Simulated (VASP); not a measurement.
# W (Im-3m) in VASP: a series of runs, part 3 of 3

VASP 6.6.1. Earlier steps stand in the parts before.

## 7. Single point, PBEsol, non-collinear spin, zero start, spin-orbit coupling

Contents of INCAR:

```
SYSTEM = W
PREC = Accurate ; ENCUT = 520
EDIFF = 1E-6 ; ISMEAR = -1
SIGMA = 0.1 ; LREAL = .FALSE.
LASPH = .TRUE. ; NELM = 150
ALGO = Normal ; ISIF = 2
LWAVE = .FALSE. ; LCHARG = .FALSE.
MAGMOM = 0 0 0 ; LORBIT = 11
LSORBIT = .TRUE. ; GGA_COMPAT = .FALSE.
LORBMOM = .TRUE. ; LMAXMIX = 4
GGA = PS ; NBANDS = 25
```

Contents of KPOINTS:

```
regular mesh
0
G
  14 14 14
  0 0 0
```

Contents of POSCAR:

```
W
1.0
   -1.5773233629      1.5773233629      1.5773233629
    1.5773233629     -1.5773233629      1.5773233629
    1.5773233629      1.5773233629     -1.5773233629
W
1
Direct
    0.0000000000      0.0000000000      0.0000000000
```

Potentials or basis: VASP PAW PBE potentials, release 64 (W_sv).

On the command line:

```bash
> cat potpaw_PBE.64/W_sv/POTCAR > POTCAR
> mpirun -np 1 vasp_ncl > vasp.out
```

OUTCAR:

```text
SYSTEM = W
   PREC = Accurate
   ENCUT = 520
   EDIFF = 1E-6
   ISMEAR = -1
   LREAL = .FALSE.
   LASPH = .TRUE.
   NELM = 150
   ISIF = 2
   LORBIT = 11
   LSORBIT = .TRUE.
   GGA = PS

 ion  position               nearest neighbor table
   1  0.000  0.000  0.000-

  LATTYP: Found a body centered cubic cell.
 ALAT       =     3.1546467258

  Lattice vectors:

 A1 = (  -1.5773233629,   1.5773233629,   1.5773233629)
 A2 = (   1.5773233629,  -1.5773233629,   1.5773233629)
 A3 = (   1.5773233629,   1.5773233629,  -1.5773233629)

Analysis of symmetry for initial positions (statically):
=====================================================================
 Subroutine PRICEL returns:
 Original cell was already a primitive cell.

 Routine SETGRP: Setting up the symmetry group for a
 body centered cubic supercell.

 Subroutine GETGRP returns: Found 48 space group operations
 (whereof 48 operations were pure point group operations)
 out of a pool of 48 trial point group operations.

The static configuration has the point symmetry O_h .

Analysis of symmetry for dynamics (positions and initial velocities):
=====================================================================
 Subroutine PRICEL returns:
 Original cell was already a primitive cell.

 Routine SETGRP: Setting up the symmetry group for a
 body centered cubic supercell.

 Subroutine GETGRP returns: Found 48 space group operations
 (whereof 48 operations were pure point group operations)
 out of a pool of 48 trial point group operations.

The dynamic configuration has the point symmetry O_h .

Analysis of structural, dynamic, and magnetic symmetry:
=====================================================================
 Subroutine PRICEL returns:
 Original cell was already a primitive cell.

 Routine SETGRP: Setting up the symmetry group for a
 body centered cubic supercell.

 Subroutine GETGRP returns: Found 48 space group operations
 (whereof 48 operations were pure point group operations)
 out of a pool of 48 trial point group operations.

The overall configuration has the point symmetry O_h .

 Subroutine INISYM returns: Found 48 space group operations
 (whereof 48 operations are pure point group operations),
 and found     1 'primitive' translations

----------------------------------------------------------------------------------------

                                     Primitive cell

  volume of cell :      15.6972

  direct lattice vectors                    reciprocal lattice vectors
    -1.577323363  1.577323363  1.577323363     0.000000000  0.316992705  0.316992705
     1.577323363 -1.577323363  1.577323363     0.316992705  0.000000000  0.316992705
     1.577323363  1.577323363 -1.577323363     0.316992705  0.316992705  0.000000000

  length of vectors
     2.732004205  2.732004205  2.732004205     0.448295383  0.448295383  0.448295383

  position of ions in fractional coordinates (direct lattice)
     0.000000000  0.000000000  0.000000000

  ion indices of the primitive-cell ions
   primitive index   ion index
                 1           1

----------------------------------------------------------------------------------------

 KPOINTS: regular mesh

Automatic generation of k-mesh.
 Grid dimensions read from file:
 generate k-points for:   14   14   14

[... 91 lines left out ...]
   IVDW    =     0    specifies the selected vdW correction
   LEPSILON=     F    determine dielectric tensor
   LRPA    =     F    only Hartree local field effects (RPA)
  energy-cutoff  :      520.00
  volume of cell :       15.70
 maximum number of plane-waves:       866
   NGX = 11   NGY = 11   NGZ = 11

 number of electron      14.0000000 magnetization       0.0000000      0.0000000      0.0000000

 number of electron      14.0000005 magnetization       0.0000000     -0.0000000      0.0000000

 number of electron      14.0000005 magnetization      -0.0000000      0.0000000     -0.0000000

 Free energy of the ion-electron system (eV)
  ---------------------------------------------------
  ext. energy  EPLUGINS =         0.00000000
  ---------------------------------------------------
  free energy    TOTEN  =       -14.62964308 eV

  energy without entropy =      -14.61082355  energy(sigma->0) =      -14.62023331

 E-fermi :  11.4642     XC(G=0): -13.8154

 val. band max:       11.4622885183   @ k =   0.4286   0.0000   0.0000
 cond. band min:      11.4674228427   @ k =  -0.1429   0.1429   0.1429
 fundamental gap:      0.0051343243
 Fermi energy:        11.4642415528

 k-point     1 :       0.0000    0.0000    0.0000
  band No.  band energies     occupation
      1     -62.7223      1.00000
      2     -62.7223      1.00000
      3     -32.3658      1.00000
      4     -32.3658      1.00000
      5     -23.3598      1.00000
      6     -23.3598      1.00000
[... 661 lines left out ...]
     24      23.8630      0.00000
     25      28.7476      0.00000

 [... further k-points ...]

------------------------ aborting loop because EDIFF is reached ----------------------------------------

  FORCE on cell =-STRESS in cart. coord.  units (eV):
  Direction    XX          YY          ZZ          XY          YZ          ZX
  --------------------------------------------------------------------------------------
  -------------------------------------------------------------------------------------
  Total        0.1431772      0.1431772      0.1431772      0.0000000      0.0000000     -0.0000000
  in kB       14.6137738     14.6137738     14.6137738      0.0000000      0.0000000     -0.0000000
  external PRESSURE =      14.6137738 kB  Pullay stress =       0.0000000 kB

 VOLUME and BASIS-vectors are now :
 -----------------------------------------------------------------------------
  energy-cutoff  :      520.00
  volume of cell :       15.70
      direct lattice vectors                 reciprocal lattice vectors
    -1.577323363  1.577323363  1.577323363     0.000000000  0.316992705  0.316992705
     1.577323363 -1.577323363  1.577323363     0.316992705  0.000000000  0.316992705
     1.577323363  1.577323363 -1.577323363     0.316992705  0.316992705  0.000000000

 POSITION                                       TOTAL-FORCE (eV/Angst)
 -----------------------------------------------------------------------------------
      0.00000      0.00000      0.00000         0.000000      0.000000      0.000000
 -----------------------------------------------------------------------------------
    total drift:                                0.000000      0.000000      0.000000

  FREE ENERGIE OF THE ION-ELECTRON SYSTEM (eV)
  ---------------------------------------------------
  free  energy   TOTEN  =       -14.6296430829 eV

  energy  without entropy=      -14.6108235459  energy(sigma->0) =      -14.62023331

 orbital moment (x)

 # of ion     p       d       tot
 ----------------------------------------
  1         0.000  -0.000  -0.000
 ----------------------------------------
            0.000  -0.000  -0.000

 orbital moment (y)

 # of ion     p       d       tot
 ----------------------------------------
  1         0.000  -0.000  -0.000
 ----------------------------------------
            0.000  -0.000  -0.000

 orbital moment (z)

 # of ion     p       d       tot
 ----------------------------------------
  1        -0.000  -0.000  -0.000
 ----------------------------------------
           -0.000  -0.000  -0.000

 Spin-Orbit-Coupling matrix elements

 Ion:    1  E_soc:     -1.6313786
 l=   1
     0.0000000    -0.2294739    -0.2294739
    -0.2294739     0.0000000    -0.2294739
    -0.2294739    -0.2294739     0.0000000
 l=   2
     0.0000000    -0.0110742     0.0000000    -0.0110742    -0.0313483
    -0.0110742     0.0000000    -0.0235113    -0.0110742    -0.0078371
     0.0000000    -0.0235113     0.0000000    -0.0235113     0.0000000
    -0.0110742    -0.0110742    -0.0235113     0.0000000    -0.0078371
    -0.0313483    -0.0078371     0.0000000    -0.0078371     0.0000000
 l=   3
     0.0000000     0.0000000     0.0000000     0.0000000     0.0000000     0.0000000     0.0000000
     0.0000000     0.0000000     0.0000000     0.0000000     0.0000000     0.0000000     0.0000000
     0.0000000     0.0000000     0.0000000     0.0000000     0.0000000     0.0000000     0.0000000
     0.0000000     0.0000000     0.0000000     0.0000000     0.0000000     0.0000000     0.0000000
     0.0000000     0.0000000     0.0000000     0.0000000     0.0000000     0.0000000     0.0000000
     0.0000000     0.0000000     0.0000000     0.0000000     0.0000000     0.0000000     0.0000000
     0.0000000     0.0000000     0.0000000     0.0000000     0.0000000     0.0000000     0.0000000

 total charge

# of ion       s       p       d       tot
------------------------------------------
    1        2.407   6.350   3.384  12.142

 magnetization (x)

# of ion       s       p       d       tot
------------------------------------------
    1       -0.000   0.000  -0.000  -0.000

 magnetization (y)

# of ion       s       p       d       tot
------------------------------------------
    1        0.000   0.000  -0.000  -0.000

 magnetization (z)

# of ion       s       p       d       tot
------------------------------------------
    1       -0.000   0.000   0.000   0.000
```

It took 60 s on 1 thread of Intel Xeon Platinum 8259CL at 2.50GHz (Skylake/Cascade Lake), shared host; peak memory 0.22 GiB.

Results:

```
Free energy                                           : -14.6296 eV
Pressure                                              : 1.5 GPa
Net moment                                            : 0.00 μB per cell
Valence electrons inside the program's atomic spheres : W 12.14
```

Moments on the atoms (μB; x, y, z):
```
W   0.00 0.00 0.00
```

Caveat: the PAW data sets were made with another functional, which shifts forces and pressure a little.

## 8. The runs side by side

```tsv
spin	cell	k mesh	gap on the mesh (eV)	pressure (GPa)
off	a = 2.732 Å, angles 109.5°, 1 atom	23 × 23 × 23	none	0.5
off	a = 2.768 Å, angles 109.5°, 1 atom	23 × 23 × 23	none	-11.3
off	a = 2.803 Å, angles 109.5°, 1 atom	23 × 23 × 23	none	-20.9
off	a = 2.837 Å, angles 109.5°, 1 atom	23 × 23 × 23	none	-28.7
non-collinear, zero start, SOC	a = 2.732 Å, angles 109.5°, 1 atom	14 × 14 × 14	-	1.5
```

Alike in all rows: task single point; level PBEsol; potentials or basis VASP PAW PBE potentials, release 64 (W_sv); cutoff (eV) 520; smearing fermi-dirac 0.1 eV.

Caveats: the PAW data sets were made with another functional, which shifts forces and pressure a little; spin-orbit coupling is left out, which moves the levels of the heavy elements (at least some runs); the cell stands under tension (at least some runs).

Absolute energies hang on the potentials; compare differences alone.

The gap in the log of VASP goes by the Fermi energy; the results here count the filled bands.